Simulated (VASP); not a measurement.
# SiF (Pm-3m) in VASP: further runs, part 2 of 2

VASP 6.6.1.

## 3. Single point, PBEsol-based screened hybrid with 25 % exact exchange

This run uses another cell than the first one, of 13.18 Å³/atom.

The input, POSCAR:

```
SiF
1.0
    2.9759174978      0.0000000000      0.0000000000
    0.0000000000      2.9759174978      0.0000000000
    0.0000000000      0.0000000000      2.9759174978
Si F
1 1
Direct
    0.5000000000      0.5000000000      0.5000000000
    0.0000000000      0.0000000000      0.0000000000
```

The input, INCAR.step1:

```
SYSTEM = SiF
ALGO = Normal
EDIFF = 1E-5
ENCUT = 520
GGA = PE
ISIF = 2
ISMEAR = -1
LASPH = .True.
LCHARG = .False.
LREAL = .False.
LWAVE = .True.
NBANDS = 12
NELM = 80
PREC = Accurate
SIGMA = 0.05
```

The input, INCAR.step2:

```
SYSTEM = SiF
AEXX = 0.25
ALGO = Normal
EDIFF = 1E-6
ENCUT = 520
GGA = PS
HFSCREEN = 0.207
ISIF = 2
ISMEAR = -1
ISTART = 1
LASPH = .True.
LCHARG = .False.
LHFCALC = .True.
LREAL = .False.
LWAVE = .False.
NBANDS = 12
NELM = 80
PREC = Accurate
PRECFOCK = Normal
SIGMA = 0.05
```

The input, KPOINTS:

```
k-points
0
Gamma
  5 5 5
  0 0 0
```

Potentials or basis: VASP PAW PBE potentials, release 64 (Si, F).

Started as:

```sh
$ cat potpaw_PBE.64/Si/POTCAR potpaw_PBE.64/F/POTCAR > POTCAR
$ cp INCAR.step1 INCAR
$ mpirun -np 1 vasp_std > vasp.out
$ cp INCAR.step2 INCAR
$ mpirun -np 1 vasp_std > vasp.out
```

OUTCAR:

```text
SYSTEM = SiF
   AEXX = 0.25
   EDIFF = 1E-6
   ENCUT = 520
   GGA = PS
   HFSCREEN = 0.207
   ISIF = 2
   ISMEAR = -1
   ISTART = 1
   LASPH = .True.
   LHFCALC = .True.
   LREAL = .False.
   NELM = 80
   PREC = Accurate
   PRECFOCK = Normal

 ion  position               nearest neighbor table
   1  0.500  0.500  0.500-
   2  0.000  0.000  0.000-

  LATTYP: Found a simple cubic cell.
 ALAT       =     2.9759174978

  Lattice vectors:

 A1 = (   2.9759174978,   0.0000000000,   0.0000000000)
 A2 = (   0.0000000000,   2.9759174978,   0.0000000000)
 A3 = (   0.0000000000,   0.0000000000,   2.9759174978)

Analysis of symmetry for initial positions (statically):
=====================================================================
 Subroutine PRICEL returns:
 Original cell was already a primitive cell.

 Routine SETGRP: Setting up the symmetry group for a
 simple cubic supercell.

 Subroutine GETGRP returns: Found 48 space group operations
 (whereof 48 operations were pure point group operations)
 out of a pool of 48 trial point group operations.

The static configuration has the point symmetry O_h .

Analysis of symmetry for dynamics (positions and initial velocities):
=====================================================================
 Subroutine PRICEL returns:
 Original cell was already a primitive cell.

 Routine SETGRP: Setting up the symmetry group for a
 simple cubic supercell.

 Subroutine GETGRP returns: Found 48 space group operations
 (whereof 48 operations were pure point group operations)
 out of a pool of 48 trial point group operations.

The dynamic configuration has the point symmetry O_h .

 Subroutine INISYM returns: Found 48 space group operations
 (whereof 48 operations are pure point group operations),
 and found     1 'primitive' translations

[... 113 lines left out ...]
   HFSCREENC=   0.2070 screening length for correlation (either q_TF or 0.3 A-1)
   ENCUTFOCK=  -1.0 apply spherical cutoff to Coloumb kernel
   IVDW    =     0    specifies the selected vdW correction
   LEPSILON=     F    determine dielectric tensor
   LRPA    =     F    only Hartree local field effects (RPA)
 non-spin polarized calculation
  energy-cutoff  :      520.00
  volume of cell :       26.35
 maximum number of plane-waves:       739
 NGX is ok and might be reduce to    24
  NGX = 18; NGY = 18; NGZ = 18

 number of electron      10.9999999 magnetization

 Free energy of the ion-electron system (eV)
  ---------------------------------------------------
  ext. energy  EPLUGINS =         0.00000000
  ---------------------------------------------------
  free energy    TOTEN  =       -10.11706948 eV

  energy without entropy =      -10.10474081  energy(sigma->0) =      -10.11090515

 E-fermi :   6.1007     XC(G=0):  -8.8166

 val. band max:        6.0604050319   @ k =   0.4000   0.2000   0.2000
 cond. band min:       6.6677827082   @ k =   0.4000   0.4000   0.2000
 fundamental gap:      0.6073776763
 Fermi energy:         6.1007379578

 k-point     1 :       0.0000    0.0000    0.0000
  band No.  band energies     occupation
      1     -21.1534      2.00000
      2      -4.1323      2.00000
      3      -0.6257      2.00000
      4      -0.6257      2.00000
      5      -0.6257      2.00000
      6      12.5490      0.00000
      7      12.5490      0.00000
      8      12.5490      0.00000
      9      12.6282      0.00000
     10      12.6282      0.00000
     11      24.1643      0.00000
     12      24.8326      0.00000
[... 121 lines left out ...]
 k-point    10 :       0.4000    0.4000    0.4000
  band No.  band energies     occupation
      1     -20.5304      2.00000
      2      -2.1236      2.00000
      3      -1.6235      2.00000
      4      -1.6235      2.00000
      5       1.9898      2.00000
      6       5.8441      1.98827
      7       5.8441      1.98827
      8       7.7462      0.00000
      9      16.1190      0.00000
     10      16.7285      0.00000
     11      16.7285      0.00000
     12      28.3605      0.00000

------------------------ aborting loop because EDIFF is reached ----------------------------------------

  FORCE on cell =-STRESS in cart. coord.  units (eV):
  Direction    XX          YY          ZZ          XY          YZ          ZX
  --------------------------------------------------------------------------------------
  -------------------------------------------------------------------------------------
  Total       -0.0303661     -0.0303661     -0.0303661      0.0000000      0.0000000     -0.0000000
  in kB       -1.8460194     -1.8460194     -1.8460194      0.0000000      0.0000000     -0.0000000
  external PRESSURE =      -1.8460194 kB  Pullay stress =       0.0000000 kB

 VOLUME and BASIS-vectors are now :
 -----------------------------------------------------------------------------
  energy-cutoff  :      520.00
  volume of cell :       26.35
      direct lattice vectors                 reciprocal lattice vectors
     2.975917498  0.000000000  0.000000000     0.336030821  0.000000000  0.000000000
     0.000000000  2.975917498  0.000000000     0.000000000  0.336030821  0.000000000
     0.000000000  0.000000000  2.975917498     0.000000000  0.000000000  0.336030821

 POSITION                                       TOTAL-FORCE (eV/Angst)
 -----------------------------------------------------------------------------------
      1.48796      1.48796      1.48796         0.000000      0.000000      0.000000
      0.00000      0.00000      0.00000         0.000000      0.000000      0.000000
 -----------------------------------------------------------------------------------
    total drift:                               -0.000000     -0.000000     -0.000000

  FREE ENERGIE OF THE ION-ELECTRON SYSTEM (eV)
  ---------------------------------------------------
  free  energy   TOTEN  =       -10.1170694844 eV

  energy  without entropy=      -10.1047408135  energy(sigma->0) =      -10.11090515
```

OSZICAR.step1:

```text
N       E                     dE             d eps       ncg     rms          rms(c)
DAV:   1     0.245931205105E+02    0.24593E+02   -0.47904E+03   240   0.772E+02
DAV:   2    -0.757525380787E+01   -0.32168E+02   -0.30599E+02   292   0.150E+02
DAV:   3    -0.852644644422E+01   -0.95119E+00   -0.93767E+00   276   0.219E+01
DAV:   4    -0.852917107686E+01   -0.27246E-02   -0.27244E-02   276   0.144E+00
DAV:   5    -0.852918390226E+01   -0.12825E-04   -0.12825E-04   296   0.956E-02    0.511E+00
DAV:   6    -0.790646376842E+01    0.62272E+00   -0.54445E+00   240   0.169E+01    0.245E+00
DAV:   7    -0.785042290628E+01    0.56041E-01   -0.40211E-01   264   0.444E+00    0.801E-01
DAV:   8    -0.784345260241E+01    0.69703E-02   -0.51999E-02   240   0.189E+00    0.192E-01
DAV:   9    -0.784292590269E+01    0.52670E-03   -0.16952E-03   264   0.351E-01    0.517E-02
DAV:  10    -0.784300014204E+01   -0.74239E-04   -0.56671E-05   292   0.638E-02    0.232E-02
DAV:  11    -0.784299680414E+01    0.33379E-05   -0.17449E-05   184   0.396E-02
   1 F= -.78429968E+01 E0= -.78369452E+01  d E =-.121032E-01
```

It took 3.6 min on 1 thread of Intel Xeon Platinum 8488C (Sapphire Rapids), shared host; peak memory 0.24 GiB.

What came out:

- Free energy: -10.1171 eV
- Pressure: -0.2 GPa
- Band gap on the k mesh: zero (an odd number of electrons rules out a gap without spin polarisation)

Caveat: the k points lie up to 0.42 Å⁻¹ apart, too coarse for converged energies and pressures of a metal; the PAW data sets were made with another functional, which shifts forces and pressure a little; an odd number of electrons without spin polarisation forces a metal; a magnetic or distorted state may lie lower.

## 4. Single point, PBE-based screened hybrid with 25 % exact exchange

This run uses another cell than the first one, of 13.62 Å³/atom.

The input, POSCAR:

```
SiF
1.0
    3.0091919791      0.0000000000      0.0000000000
    0.0000000000      3.0091919791      0.0000000000
    0.0000000000      0.0000000000      3.0091919791
Si F
1 1
Direct
    0.5000000000      0.5000000000      0.5000000000
    0.0000000000      0.0000000000      0.0000000000
```

The input, INCAR.step1:

```
PREC     = Accurate       # precision mode
ENCUT    = 520            # plane-wave cutoff, eV
EDIFF    = 1E-5           # SCF threshold, eV
ISMEAR   = -1             # smearing method
SIGMA    = 0.05           # smearing width, eV
LREAL    = F              # projectors in reciprocal space
LASPH    = T              # aspherical terms in the spheres
NELM     = 80             # most SCF steps
ALGO     = Normal         # electronic algorithm
ISIF     = 2              # what is computed and relaxed
LWAVE    = T              # write WAVECAR
LCHARG   = F              # write CHGCAR
NBANDS   = 12             # bands
GGA      = PE             # functional
```

The input, INCAR.step2:

```
PREC     = Accurate       # precision mode
ENCUT    = 520            # plane-wave cutoff, eV
EDIFF    = 1E-6           # SCF threshold, eV
ISMEAR   = -1             # smearing method
SIGMA    = 0.05           # smearing width, eV
LREAL    = F              # projectors in reciprocal space
LASPH    = T              # aspherical terms in the spheres
NELM     = 80             # most SCF steps
ALGO     = Normal         # electronic algorithm
ISIF     = 2              # what is computed and relaxed
LWAVE    = F              # write WAVECAR
LCHARG   = F              # write CHGCAR
GGA      = PE             # functional
LHFCALC  = T              # exact exchange
AEXX     = 0.25           # exact-exchange fraction
HFSCREEN = 0.3            # screening, 1/A
PRECFOCK = Normal       
NBANDS   = 12             # bands
ISTART   = 1
```

The input, KPOINTS:

```
regular mesh
0
Gamma
  5 5 5
```

Started as:

```sh
$ cat potpaw_PBE.64/Si/POTCAR potpaw_PBE.64/F/POTCAR > POTCAR
$ cp INCAR.step1 INCAR
$ mpirun -np 1 vasp_std > vasp.out
$ cp INCAR.step2 INCAR
$ mpirun -np 1 vasp_std > vasp.out
```

Run time: 3.1 min. Hardware: 1 thread of Intel Xeon Platinum 8488C (Sapphire Rapids), shared host; peak memory 0.23 GiB.

It converged, with:

* Free energy: -9.3962 eV
* Pressure: -0.2 GPa
* Band gap on the k mesh: zero (an odd number of electrons rules out a gap without spin polarisation)

Levels at points of the mesh, in eV from the Fermi level:
```csv
k point,band 3,band 4,band 5,band 6,band 7,band 8
"(0.00, 0.00, 0.00)",-6.33,-6.33,-6.33,6.08,6.08,6.08
```

Caveat: the k points lie up to 0.42 Å⁻¹ apart, too coarse for converged energies and pressures of a metal; the PAW data sets were made with another functional, which shifts forces and pressure a little; an odd number of electrons without spin polarisation forces a metal; a magnetic or distorted state may lie lower.

## 5. Overview

| level | cell | cutoff (eV) | smearing | grid for exact exchange (PRECFOCK) | share of exact exchange | screening parameter | gap on the mesh (eV) | pressure (GPa) |
| --- | --- | --- | --- | --- | --- | --- | --- | --- |
| PBE | a = 3.029 Å, 2 atoms | 600 | fermi-dirac 0.03 eV | - | - | - | none | -0.5 |
| PBEsol-based screened hybrid with 25 % exact exchange | a = 2.976 Å, 2 atoms | 520 | fermi-dirac 0.05 eV | Normal | 0.25 | 0.207 1/Å | none | -0.2 |
| PBE-based screened hybrid with 25 % exact exchange | a = 3.009 Å, 2 atoms | 520 | fermi-dirac 0.05 eV | Normal | 0.25 | 0.3 1/Å | none | -0.2 |

Alike in all rows: task single point; potentials or basis VASP PAW PBE potentials, release 64 (Si, F); no spin polarisation; k mesh 5 × 5 × 5.

Caveats: all runs use coarse meshes; an odd number of electrons without spin polarisation forces a metal; a magnetic or distorted state may lie lower; the PAW data sets were made with another functional, which shifts forces and pressure a little (at least some runs).

Absolute energies hang on the potentials; compare differences alone.
